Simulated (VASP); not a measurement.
# WS2 in VASP: notebook, part 2 of 2

VASP 6.6.1. Earlier steps stand in the parts before.

## Step 3: Single point, PBEsol (biaxial strain in the a-b plane: +1.5 %)

File INCAR:

```
PREC = Accurate ; ENCUT = 520
EDIFF = 1E-7 ; ISMEAR = 0
SIGMA = 0.02 ; LREAL = F
LASPH = T ; NELM = 100
ALGO = Normal ; ISIF = 2
LWAVE = F ; LCHARG = F
GGA = PS ; NBANDS = 20
```

File KPOINTS:

```
regular mesh
0
Gamma
  12 12 2
```

File POSCAR:

```
WS2
1.0
    3.1929628636      0.0000000000      0.0000000000
   -1.5964814318      2.7651869532      0.0000000000
    0.0000000000      0.0000000000     16.8008402297
W S
1 2
Direct
    0.3333333333      0.6666666667      0.0000000000
    0.6666666667      0.3333333333      0.9075761485
    0.6666666667      0.3333333333      0.0924238515
```

Potentials or basis: VASP PAW PBE potentials, release 64 (W_sv, S).

The run is started by

```console
$ cat potpaw_PBE.64/W_sv/POTCAR potpaw_PBE.64/S/POTCAR > POTCAR
$ mpirun -np 1 vasp_std > vasp.out
```

Run time: 69 s. Hardware: 1 thread of Intel Xeon 6975P-C (Granite Rapids), shared host; peak memory 0.3 GiB.

Results (log left out):

- Free energy: -25.2284 eV
- Largest force: 0.037 eV/Å
- Band gap on the k mesh: 1.68 eV (least direct gap 1.74 eV)

Forces in eV/Å, atoms in the order of the input:
```
W    0.000  0.000  0.000
S    0.000  0.000  0.037
S    0.000  0.000 -0.037
```

Levels at points of the mesh, in eV from the valence-band top:
| k point | band 10 | band 11 | band 12 | band 13 | band 14 | band 15 | band 16 | band 17 |
| --- | --- | --- | --- | --- | --- | --- | --- | --- |
| (0.00, 0.00, 0.00) | -2.06 | -1.72 | -1.72 | 0.00 | 2.83 | 2.83 | 3.05 | 3.05 |
| (0.50, 0.00, 0.00) | -3.50 | -2.10 | -1.35 | -0.96 | 2.75 | 3.23 | 4.02 | 4.74 |
| (0.00, 0.00, 0.50) | -2.06 | -1.72 | -1.72 | 0.00 | 2.83 | 2.83 | 3.05 | 3.05 |
| (0.50, 0.00, 0.50) | -3.50 | -2.10 | -1.35 | -0.96 | 2.75 | 3.23 | 4.02 | 4.74 |

Caveat: the cell differs from its parent crystal (biaxial strain in the a-b plane: +1.5 %); there is no dipole correction, which matters where the two faces differ; the PAW data sets were made with another functional, which shifts forces and pressure a little; spin-orbit coupling is left out, which moves the levels of the heavy elements.

## Step 4: Relaxation of the atoms, PBEsol (strain along c alone, the other axes held: +4.5 %)

File INCAR:

```
PREC = Accurate
ENCUT = 520
EDIFF = 1E-6
ISMEAR = 0
SIGMA = 0.02
LREAL = False
LASPH = True
NELM = 100
ALGO = Normal
ISIF = 2
LWAVE = False
LCHARG = False
GGA = PS
IBRION = 2
NSW = 60
EDIFFG = -0.008
```

KPOINTS is that of step 3.

File POSCAR:

```
WS2
1.0
    3.1457762274      0.0000000000      0.0000000000
   -1.5728881137      2.7243221276      0.0000000000
    0.0000000000      0.0000000000     17.7163250095
W S
1 2
Direct
    0.3333333333      0.6666666667      0.0000000000
    0.6666666667      0.3333333333      0.9102792400
    0.6666666667      0.3333333333      0.0897207600
```

The run is started by

```console
$ cat potpaw_PBE.64/W_sv/POTCAR potpaw_PBE.64/S/POTCAR > POTCAR
$ mpirun -np 1 vasp_std > vasp.out
```

It took 1.8 min on 1 thread of Intel Xeon 6975P-C (Granite Rapids), shared host; peak memory 0.33 GiB.

The run converged. Its results:

```
Free energy               : -25.2490 eV
Energy gained by relaxing : 3.1 meV/atom
Ionic steps               : 3
Band gap on the k mesh    : 1.94 eV
```

The path:
```csv
step,energy change (eV),largest force (eV/Å),pressure (GPa)
1,0.0000,0.4285,-0.83
2,-0.0094,0.0188,-0.04
3,-0.0094,0.0007,0.00
```

Final structure:
```cif
data_structure
_symmetry_space_group_name_H-M 'P 1'
_symmetry_Int_Tables_number 1
_cell_length_a 3.1458
_cell_length_b 3.1458
_cell_length_c 17.7163
_cell_angle_alpha 90.000
_cell_angle_beta 90.000
_cell_angle_gamma 120.000
_cell_volume 151.83
loop_
_atom_site_label
_atom_site_type_symbol
_atom_site_fract_x
_atom_site_fract_y
_atom_site_fract_z
_atom_site_occupancy
W1 W 0.33333 0.66667 0.00000 1
S1 S 0.66667 0.33333 0.91150 1
S2 S 0.66667 0.33333 0.08850 1
```

Levels at points of the mesh, in eV from the valence-band top:
| k point | band 10 | band 11 | band 12 | band 13 | band 14 | band 15 | band 16 | band 17 |
| --- | --- | --- | --- | --- | --- | --- | --- | --- |
| (0.00, 0.00, 0.00) | -2.20 | -1.56 | -1.56 | -0.14 | 2.99 | 2.99 | 3.16 | 3.16 |
| (0.50, 0.00, 0.00) | -3.43 | -2.20 | -1.18 | -0.97 | 3.01 | 3.43 | 4.08 | 4.86 |
| (0.00, 0.00, 0.50) | -2.20 | -1.56 | -1.56 | -0.14 | 2.99 | 2.99 | 3.16 | 3.16 |
| (0.50, 0.00, 0.50) | -3.43 | -2.20 | -1.18 | -0.97 | 3.01 | 3.43 | 4.08 | 4.86 |

Caveat: the cell differs from its parent crystal (strain along c alone, the other axes held: +4.5 %); there is no dipole correction, which matters where the two faces differ; the PAW data sets were made with another functional, which shifts forces and pressure a little; spin-orbit coupling is left out, which moves the levels of the heavy elements.

## Step 5: Relaxation of the atoms, PBEsol (strain along c alone, the other axes held: -3.0 %)

File INCAR:

```
PREC = Accurate
ENCUT = 520
EDIFF = 1E-6
ISMEAR = 0
SIGMA = 0.02
LREAL = F
LASPH = T
NELM = 100
ALGO = Normal
ISIF = 2
LWAVE = F
LCHARG = F
GGA = PS
IBRION = 2
NSW = 60
EDIFFG = -0.008
```

File KPOINTS:

```
Automatic mesh
0
Gamma
  12 12 2
```

File POSCAR:

```
WS2
1.0
    3.1457762274      0.0000000000      0.0000000000
   -1.5728881137      2.7243221276      0.0000000000
    0.0000000000      0.0000000000     16.4448184299
W S
1 2
Direct
    0.3333333333      0.6666666667      0.0000000000
    0.6666666667      0.3333333333      0.9061781472
    0.6666666667      0.3333333333      0.0938218528
```

The run is started by

```console
$ cat potpaw_PBE.64/W_sv/POTCAR potpaw_PBE.64/S/POTCAR > POTCAR
$ mpirun -np 1 vasp_std > vasp.out
```

Run time: 4.4 min. Hardware: 1 thread of Intel Xeon 8259CL, shared host; peak memory 0.31 GiB.

It converged, with:

```
Free energy               : -25.2491 eV
Energy gained by relaxing : 4.3 meV/atom
Ionic steps               : 3
Band gap on the k mesh    : 1.94 eV
```

The path:
| step | energy change (eV) | largest force (eV/Å) | pressure (GPa) |
| --- | --- | --- | --- |
| 1 | 0.0000 | 0.5273 | 1.08 |
| 2 | -0.0130 | 0.0083 | -0.01 |
| 3 | -0.0130 | 0.0000 | 0.00 |

Final structure:
```yaml
crystal:
  lattice:
    - [3.14578, 0.00000, 0.00000]
    - [-1.57289, 2.72432, 0.00000]
    - [0.00000, 0.00000, 16.44482]
  atoms:
    - { symbol: W, position: [0.33333, 0.66667, 0.00000] }
    - { symbol: S, position: [0.66667, 0.33333, 0.90466] }
    - { symbol: S, position: [0.66667, 0.33333, 0.09534] }
```

Levels at points of the mesh, in eV from the valence-band top:
| k point | band 10 | band 11 | band 12 | band 13 | band 14 | band 15 | band 16 | band 17 |
| --- | --- | --- | --- | --- | --- | --- | --- | --- |
| (0.00, 0.00, 0.00) | -2.20 | -1.57 | -1.57 | -0.14 | 2.99 | 2.99 | 3.16 | 3.16 |
| (0.50, 0.00, 0.00) | -3.43 | -2.20 | -1.18 | -0.97 | 3.01 | 3.43 | 4.09 | 4.86 |
| (0.00, 0.00, 0.50) | -2.20 | -1.57 | -1.57 | -0.14 | 2.99 | 2.99 | 3.16 | 3.16 |
| (0.50, 0.00, 0.50) | -3.43 | -2.20 | -1.18 | -0.97 | 3.01 | 3.43 | 4.09 | 4.86 |

Caveat: the cell differs from its parent crystal (strain along c alone, the other axes held: -3.0 %); there is no dipole correction, which matters where the two faces differ; the PAW data sets were made with another functional, which shifts forces and pressure a little; spin-orbit coupling is left out, which moves the levels of the heavy elements.

## Step 6: The runs side by side

| task | cell | gap on the mesh (eV) | largest force (eV/Å) |
| --- | --- | --- | --- |
| single point | a = 3.193, b = 3.193, c = 16.800 Å, angles 90.0, 90.0, 120.0°, 3 atoms, atomic positions A | 1.66 | 0.02 |
| single point | a = 3.193, b = 3.193, c = 16.801 Å, angles 90.0, 90.0, 120.0°, 3 atoms, atomic positions B | 1.68 | 0.04 |
| relaxation of the atoms | atoms relaxed from a = 3.146, b = 3.146, c = 17.716 Å, angles 90.0, 90.0, 120.0°, 3 atoms, atomic positions C | 1.94 | - |
| relaxation of the atoms | atoms relaxed from a = 3.146, b = 3.146, c = 16.445 Å, angles 90.0, 90.0, 120.0°, 3 atoms, atomic positions D | 1.94 | - |

Alike in all rows: level PBEsol; potentials or basis VASP PAW PBE potentials, release 64 (W_sv, S); no spin polarisation; k mesh 12 × 12 × 2; cutoff (eV) 520; smearing gaussian 0.02 eV.

Caveats: there is no dipole correction, which matters where the two faces differ; the PAW data sets were made with another functional, which shifts forces and pressure a little; spin-orbit coupling is left out, which moves the levels of the heavy elements.

Total energies depend on the potentials used, so only differences within one code and one set of settings carry meaning.
